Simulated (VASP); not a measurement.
Input of a VASP 6.6.1 run:

File INCAR:

```
SYSTEM = Pb
PREC     = Accurate       ! precision mode
ENCUT    = 520            ! plane-wave cutoff, eV
EDIFF    = 1E-7           ! SCF threshold, eV
ISMEAR   = -1             ! smearing method
SIGMA    = 0.1            ! smearing width, eV
LREAL    = .False.        ! projectors in reciprocal space
LASPH    = .True.         ! aspherical terms in the spheres
NELM     = 60             ! most SCF steps
ALGO     = Normal         ! electronic algorithm
ISIF     = 2              ! what is computed and relaxed
LWAVE    = .False.        ! write WAVECAR
LCHARG   = .True.         ! write CHGCAR
GGA      = CA             ! functional
LELF     = .True.         ! ELF
LVHAR    = .True.       
NBANDS   = 13             ! bands
```

Contents of KPOINTS:

```
regular mesh
0
Gamma
  11 11 11
  0 0 0
```

POSCAR

```
Pb
1.0
    0.0000000000      2.4375492138      2.4375492138
    2.4375492138      0.0000000000      2.4375492138
    2.4375492138      2.4375492138      0.0000000000
Pb
1
Direct
    0.0000000000      0.0000000000      0.0000000000
```

Potentials or basis: VASP PAW LDA potentials, release 64 (Pb_d).

Command:

```sh
$ cat potpaw_LDA.64/Pb_d/POTCAR > POTCAR
$ mpirun -np 1 vasp_std > vasp.out
```

Predict the pressure.

0.0 GPa.

Estimate the band gap on the k mesh.

zero (band 7 reaches 15.25 eV, above the bottom of band 8 at 6.00 eV).

Caveat: spin-orbit coupling is left out, which moves the levels of the heavy elements.
